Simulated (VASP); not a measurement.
# MgTl2O2 (I4/mmm) in VASP: single point with PBE

Aim: the single point of MgTl2O2 with PBE.

Everything below comes from runs of VASP 6.6.1. Logs are shortened: lines on timing, memory, paths and dates and some standing lists are left out, and cuts for length are marked.

## Step 1: The cell of the first run

It takes space group I4/mmm (No. 139, tetragonal). Conventional cell: a = 5.035 Å, b = 5.035 Å, c = 11.797 Å, α = 90.00°, β = 90.00°, γ = 90.00°. Within 2.4 Å of Mg (site symmetry 4/mmm) lie 2 O at 1.84 Å. Tl (site symmetry -4m2) has 4 O at 2.75 Å and 4 Tl at 3.56 Å within 3.6 Å. Within 2.4 Å of O (site symmetry 4mm) lie 1 Mg at 1.84 Å.

## Step 2: Single point, PBE

Input file INCAR:

```
  PREC = Accurate
  ENCUT = 520
  EDIFF = 1E-6
  ISMEAR = 0
  SIGMA = 0.1
  LREAL = False
  LASPH = True
  NELM = 60
  ALGO = Normal
  ISIF = 2
  LWAVE = False
  LCHARG = False
  GGA = PE
  NBANDS = 28
```

Input file KPOINTS:

```
Automatic mesh
0
Gamma
  10 10 10
```

Input file POSCAR:

```
MgTl2O2
1.0
   -2.5173126919      2.5173126919      5.8985998660
    2.5173126919     -2.5173126919      5.8985998660
    2.5173126919      2.5173126919     -5.8985998660
Mg Tl O
1 2 2
Direct
    0.0000000000      0.0000000000      0.0000000000
    0.2500000000      0.7500000000      0.5000000000
    0.7500000000      0.2500000000      0.5000000000
    0.8437163104      0.8437163104      0.0000000000
    0.1562836896      0.1562836896      0.0000000000
```

Potentials or basis: VASP PAW PBE potentials, release 64 (Mg, Tl_d, O).

The run is started by

```sh
$ cat potpaw_PBE.64/Mg/POTCAR potpaw_PBE.64/Tl_d/POTCAR potpaw_PBE.64/O/POTCAR > POTCAR
$ mpirun -np 1 vasp_std > vasp.out
```

OUTCAR:

```text
PREC = Accurate
   ENCUT = 520
   EDIFF = 1E-6
   ISMEAR = 0
   LREAL = False
   LASPH = True
   NELM = 60
   ISIF = 2
   GGA = PE

 ion  position               nearest neighbor table
   1  0.000  0.000  0.000-   4 1.84   5 1.84   2 3.88   3 3.88   3 3.88   2 3.88   2 3.88   3 3.88
                             3 3.88   2 3.88
   2  0.250  0.750  0.500-   4 2.75   5 2.75   4 2.75   5 2.75   3 3.56   3 3.56   3 3.56   3 3.56
                             1 3.88   1 3.88   1 3.88   1 3.88
   3  0.750  0.250  0.500-   4 2.75   5 2.75   4 2.75   5 2.75   2 3.56   2 3.56   2 3.56   2 3.56
                             1 3.88   1 3.88   1 3.88   1 3.88
   4  0.844  0.844  0.000-   1 1.84   2 2.75   3 2.75   3 2.75   2 2.75
   5  0.156  0.156  0.000-   1 1.84   2 2.75   3 2.75   2 2.75   3 2.75

  LATTYP: Found a body centered tetragonal cell.
 ALAT       =     5.0346253838
 C/A-ratio  =     2.3432130164

  Lattice vectors:

 A1 = (  -2.5173126919,   2.5173126919,   5.8985998660)
 A2 = (   2.5173126919,  -2.5173126919,   5.8985998660)
 A3 = (   2.5173126919,   2.5173126919,  -5.8985998660)

Analysis of symmetry for initial positions (statically):
=====================================================================
 Subroutine PRICEL returns:
 Original cell was already a primitive cell.

 Routine SETGRP: Setting up the symmetry group for a
 body centered tetragonal supercell.

 Subroutine GETGRP returns: Found 16 space group operations
 (whereof 16 operations were pure point group operations)
 out of a pool of 16 trial point group operations.

The static configuration has the point symmetry D_4h.

Analysis of symmetry for dynamics (positions and initial velocities):
=====================================================================
 Subroutine PRICEL returns:
 Original cell was already a primitive cell.

 Routine SETGRP: Setting up the symmetry group for a
 body centered tetragonal supercell.

 Subroutine GETGRP returns: Found 16 space group operations
 (whereof 16 operations were pure point group operations)
 out of a pool of 16 trial point group operations.

The dynamic configuration has the point symmetry D_4h.

 Subroutine INISYM returns: Found 16 space group operations
 (whereof 16 operations are pure point group operations),
 and found     1 'primitive' translations

----------------------------------------------------------------------------------------

                                     Primitive cell

  volume of cell :     149.5145

  direct lattice vectors                    reciprocal lattice vectors
    -2.517312692  2.517312692  5.898599866     0.000000000  0.198624510  0.084765879
     2.517312692 -2.517312692  5.898599866     0.198624510  0.000000000  0.084765879
     2.517312692  2.517312692 -5.898599866     0.198624510  0.198624510  0.000000000

  length of vectors
     6.889644893  6.889644893  6.889644893     0.215955899  0.215955899  0.280897476

  position of ions in fractional coordinates (direct lattice)
     0.000000000  0.000000000  0.000000000
     0.250000000  0.750000000  0.500000000
     0.750000000  0.250000000  0.500000000
     0.843716310  0.843716310  0.000000000
     0.156283690  0.156283690  0.000000000

  ion indices of the primitive-cell ions
   primitive index   ion index
                 1           1
                 2           2
                 3           3
                 4           4
                 5           5

----------------------------------------------------------------------------------------

 KPOINTS: Automatic mesh

Automatic generation of k-mesh.
 Grid dimensions read from file:
 generate k-points for:   10   10   10

 Generating k-lattice:

  Cartesian coordinates                     Fractional coordinates (reciprocal lattice)
     0.000000000  0.019862451  0.008476588     0.100000000 -0.000000000  0.000000000
     0.019862451  0.000000000  0.008476588    -0.000000000  0.100000000  0.000000000
     0.019862451  0.019862451  0.000000000     0.000000000  0.000000000  0.100000000

  Length of vectors
     0.021595590  0.021595590  0.028089748

  Shift w.r.t. Gamma in fractional coordinates (k-lattice)
     0.000000000  0.000000000  0.000000000

 Subroutine IBZKPT returns following result:
 ===========================================

 Found    102 irreducible k-points:

 Following reciprocal coordinates:
            Coordinates               Weight
  0.000000  0.000000  0.000000      1.000000
  0.100000 -0.000000  0.000000      8.000000
  0.200000 -0.000000  0.000000      8.000000
  0.300000  0.000000  0.000000      8.000000
  0.400000 -0.000000  0.000000      8.000000
  0.500000 -0.000000  0.000000      4.000000
[... 16 lines left out ...]
  0.300000  0.300000  0.000000      8.000000
  0.400000  0.300000  0.000000     16.000000
 [... further k-points ...]
   k-points           NKPTS =    102   k-points in BZ     NKDIM =    102   number of bands    NBANDS=     28
   number of dos      NEDOS =    301   number of ions     NIONS =      5
   total plane-waves  NPLWV = 157464
   dimension x,y,z NGX =    54 NGY =   54 NGZ =   54
   dimension x,y,z NGXF=   108 NGYF=  108 NGZF=  108
   ions per type =               1   2   2
   NGX,Y,Z   is equivalent  to a cutoff of  13.03, 13.03, 13.03 a.u.
   NGXF,Y,Z  is equivalent  to a cutoff of  26.06, 26.06, 26.06 a.u.
 SYSTEM =  unknown system
   PREC   = accura    normal or accurate (medium, high low for compatibility)
   ISTART =      0    job   : 0-new  1-cont  2-samecut
   ICHARG =      2    charge: 1-file 2-atom 10-const
   ISPIN  =      1    spin polarized calculation?
   LNONCOLLINEAR =      F non collinear calculations
   LSORBIT =      F    spin-orbit coupling
   LASPH  =      T    aspherical Exc in radial PAW
   ENCUT  =  520.0 eV  38.22 Ry    6.18 a.u.  12.81 12.81 12.81*2*pi/ulx,y,z
   NELM   =     60;   NELMIN=  2; NELMDL= -5     # of ELM steps
   EDIFF  = 0.1E-05   stopping-criterion for ELM
   LREAL  =      F    real-space projection
   EDIFFG = 0.1E-04   stopping-criterion for IOM
   NSW    =      0    number of steps for IOM
   IBRION =     -1    ionic relax: 0-MD 1-quasi-New 2-CG
   NFREE  =      0    steps in history (QN), initial steepest desc. (CG)
   ISIF   =      2    stress and relaxation
   ISYM   =      2    0-nonsym 1-usesym 2-fastsym
   POTIM  = 0.5000    time-step for ionic-motion
   TEBEG  =    0.0;   TEEND  =   0.0 temperature during run
   PSTRESS=    0.0 pullay stress
   NELECT =      40.0000    total number of electrons
   NUPDOWN=      -1.0000    fix difference up-down
   EMIN   =  10.00;   EMAX   =-10.00  energy-range for DOS
   EFERMI =   0.00;   METHOD = LEGACY
   ISMEAR =     0;   SIGMA  =   0.10  broadening in eV -4-tet -1-fermi 0-gaus
   EFERMI_NEDOS =   21; number of points for ismear=-14 and -15
   IALGO  =     38    algorithm
   IMIX   =      4    mixing-type and parameters
     AMIX     =   0.40;   BMIX     =  1.00
     AMIX_MAG =   1.60;   BMIX_MAG =  1.00
  volume/ion in A,a.u.               =      29.90       201.79
  Fermi-wavevector in a.u.,A,eV,Ry     =   1.054874  1.993422 15.139995  1.112758
  Thomas-Fermi vector in A             =   2.190050
   LORBIT       =      0    0 simple, 1 ext, 2 COOP (PROOUT), +10 PAW based schemes
   GGA     = PE    functional components
   LHFCALC =     F    Hartree Fock is set to
   AEXX    =    0.0000 exact exchange contribution
   IVDW    =     0    specifies the selected vdW correction
   LEPSILON=     F    determine dielectric tensor
   LRPA    =     F    only Hartree local field effects (RPA)
 non-spin polarized calculation
 Gauss-broadening in eV      SIGMA  =   0.10
  energy-cutoff  :      520.00
  volume of cell :      149.51
 maximum number of plane-waves:      4046
 NGX is ok and might be reduce to    54
   NGX = 25   NGY = 25   NGZ = 25

 number of electron      39.9999996 magnetization

 Free energy of the ion-electron system (eV)
  ---------------------------------------------------
  ext. energy  EPLUGINS =         0.00000000
  ---------------------------------------------------
  free energy    TOTEN  =       -19.94500299 eV

  energy without entropy =      -19.94312533  energy(sigma->0) =      -19.94406416

 E-fermi :   1.6469     XC(G=0):  -7.3123

 val. band max:        1.6125932043   @ k =   0.5000   0.5000   0.5000
 cond. band min:       1.6840222686   @ k =  -0.4000   0.5000   0.4000
 fundamental gap:      0.0714290643
 Fermi energy:         1.6468891896

 k-point     1 :       0.0000    0.0000    0.0000
  band No.  band energies     occupation
      1     -15.0131      2.00000
      2     -14.8264      2.00000
      3      -9.0998      2.00000
      4      -9.0435      2.00000
      5      -8.9767      2.00000
      6      -8.9767      2.00000
[... 20 lines left out ...]
     27       6.8551      0.00000
     28       9.3149      0.00000

 k-point     2 :       0.1000   -0.0000    0.0000
  band No.  band energies     occupation
      1     -15.0085      2.00000
      2     -14.8270      2.00000
      3      -9.0882      2.00000
      4      -9.0388      2.00000
      5      -8.9730      2.00000
      6      -8.9682      2.00000
[... 20 lines left out ...]
     27       6.9169      0.00000
     28       9.2990      0.00000

 k-point     3 :       0.2000   -0.0000    0.0000
  band No.  band energies     occupation
      1     -14.9962      2.00000
      2     -14.8288      2.00000
      3      -9.0542      2.00000
      4      -9.0242      2.00000
      5      -8.9621      2.00000
      6      -8.9451      2.00000
[... 20 lines left out ...]
     27       7.0933      0.00000
     28       8.5668      0.00000

 k-point     4 :       0.3000    0.0000    0.0000
  band No.  band energies     occupation
      1     -14.9801      2.00000
      2     -14.8319      2.00000
      3      -9.0002      2.00000
      4      -8.9998      2.00000
      5      -8.9447      2.00000
      6      -8.9135      2.00000
[... 578 lines left out ...]
     27       7.1162      0.00000
     28       8.0609      0.00000

 k-point    23 :       0.3000    0.3000    0.0000
  band No.  band energies     occupation
      1     -14.9517      2.00000
      2     -14.8334      2.00000
      3      -9.0578      2.00000
      4      -8.9459      2.00000
      5      -8.9250      2.00000
      6      -8.9096      2.00000
[... 20 lines left out ...]
     27       7.0265      0.00000
     28       7.7918      0.00000

 k-point    24 :       0.4000    0.3000    0.0000
  band No.  band energies     occupation
      1     -14.9458      2.00000
      2     -14.8289      2.00000
      3      -9.0462      2.00000
      4      -8.9854      2.00000
      5      -8.9140      2.00000
      6      -8.9092      2.00000
[... 20 lines left out ...]
     27       7.4802      0.00000
     28       7.7967      0.00000

 [... further k-points ...]

------------------------ aborting loop because EDIFF is reached ----------------------------------------

  FORCE on cell =-STRESS in cart. coord.  units (eV):
  Direction    XX          YY          ZZ          XY          YZ          ZX
  --------------------------------------------------------------------------------------
  -------------------------------------------------------------------------------------
  Total       -0.0288291     -0.0288291     -0.0168448      0.0000000     -0.0000000      0.0000000
  in kB       -0.3089289     -0.3089289     -0.1805071      0.0000000     -0.0000000      0.0000000
  external PRESSURE =      -0.2661217 kB  Pullay stress =       0.0000000 kB

 VOLUME and BASIS-vectors are now :
 -----------------------------------------------------------------------------
  energy-cutoff  :      520.00
  volume of cell :      149.51
      direct lattice vectors                 reciprocal lattice vectors
    -2.517312692  2.517312692  5.898599866     0.000000000  0.198624510  0.084765879
     2.517312692 -2.517312692  5.898599866     0.198624510  0.000000000  0.084765879
     2.517312692  2.517312692 -5.898599866     0.198624510  0.198624510  0.000000000

 POSITION                                       TOTAL-FORCE (eV/Angst)
 -----------------------------------------------------------------------------------
      0.00000      0.00000      0.00000         0.000000      0.000000     -0.000000
      2.51731      0.00000      2.94930         0.000000      0.000000     -0.000000
      0.00000      2.51731      2.94930         0.000000      0.000000     -0.000000
      0.00000      0.00000      9.95349        -0.000000     -0.000000     -0.018139
      0.00000      0.00000      1.84371         0.000000      0.000000      0.018139
 -----------------------------------------------------------------------------------
    total drift:                                0.000000      0.000000     -0.000000

  FREE ENERGIE OF THE ION-ELECTRON SYSTEM (eV)
  ---------------------------------------------------
  free  energy   TOTEN  =       -19.9450029895 eV

  energy  without entropy=      -19.9431253347  energy(sigma->0) =      -19.94406416
```

Run time: 15 min. Hardware: 1 thread of Oxide Virtual Turin-like, shared host; peak memory 0.63 GiB.

Results:

```
Free energy            : -19.9450 eV
Pressure               : 0.0 GPa
Largest force          : 0.018 eV/Å
Band gap on the k mesh : 0.01 eV (least direct gap 1.25 eV)
```

Forces on the atoms (eV/Å):
```
Mg   0.000  0.000  0.000
Tl   0.000  0.000  0.000
Tl   0.000  0.000  0.000
O    0.000  0.000 -0.018
O    0.000  0.000  0.018
```

Levels at points of the mesh, in eV from the valence-band top:
| k point | band 18 | band 19 | band 20 | band 21 | band 22 | band 23 |
| --- | --- | --- | --- | --- | --- | --- |
| (0.00, 0.00, 0.00) | -2.05 | -1.98 | -1.98 | 1.62 | 2.24 | 3.10 |
| (0.50, 0.00, 0.00) | -2.11 | -1.13 | -1.08 | 1.90 | 2.10 | 3.71 |
| (0.50, 0.50, 0.00) | -2.10 | -0.06 | 0.00 | 1.25 | 2.09 | 2.39 |
| (0.50, 0.50, 0.50) | -1.86 | -1.86 | -1.54 | 0.01 | 4.01 | 4.01 |

Caveat: the smearing spreads over this small gap; spin-orbit coupling is left out, which moves the levels of the heavy elements.

The gap in the log of VASP goes by the Fermi energy; the results here count the filled bands.